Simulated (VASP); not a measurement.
The system is Ba.

```
CELL_PARAMETERS angstrom
2.20432 -3.99886 0.00000
2.20432 3.99886 0.00000
0.00000 0.00000 7.43051
ATOMIC_POSITIONS crystal
Ba 0.64960 0.35040 0.25000
Ba 0.35040 0.64960 0.75000
```

Base run:

| Property | Result |
| --- | --- |
| Program | VASP 6.6.1 |
| Functional | PBE |
| Potentials or basis | VASP PAW PBE potentials, release 64 (Ba_sv) |
| Cutoff | 520 eV |
| k mesh | 11 × 11 × 6 |
| Occupations | fermi-dirac, width 0.03 eV |
| Spin | no spin polarisation |

Its results: band gap on the k mesh zero (bands 10 and 11 overlap by 0.37 eV); pressure -0.2 GPa; largest force 0.027 eV/Å.

Question: The run is repeated on the same cell with these changes: functional from PBE to PBEsol. What comes out?

Answer: Band gap on the k mesh zero (bands 10 and 11 overlap by 0.36 eV); pressure -0.8 GPa; largest force 0.029 eV/Å.

PBEsol binds more tightly than PBE, so the same cell stands under less pressure.

Caveats: spin-orbit coupling is left out, which moves the levels of the heavy elements; the PAW data sets were made with another functional, which shifts forces and pressure a little (at least some runs).
